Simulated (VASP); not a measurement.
Runs of VASP 6.6.1 on LiCaF3. The structure is that of space group Pm-3m (No. 221), or close to it. The cells are those of the table. 

```csv
task,cell,gap on the mesh (eV),pressure (GPa)
relaxation of cell and atoms,"relaxed from a = 3.760 Å, 5 atoms",6.57,-0.2
single point,"a = 3.785 Å, 5 atoms",6.52,-1.7
single point,"a = 3.761 Å, 5 atoms",6.57,-0.2
single point,"a = 3.735 Å, 5 atoms",(a),1.5
```

Alike in all rows: level PBE; potentials or basis VASP PAW PBE potentials, release 64 (Ca_sv, Li_sv, F); no spin polarisation; k mesh 5 × 5 × 5; cutoff (eV) 750; smearing methfessel-paxton 0.02 eV.

Task: Fill in the values left out.

Result: (a) 6.62.

Caveats: the relaxation stopped at its first step, so nothing moved (some runs).

A k mesh can miss the band edges.
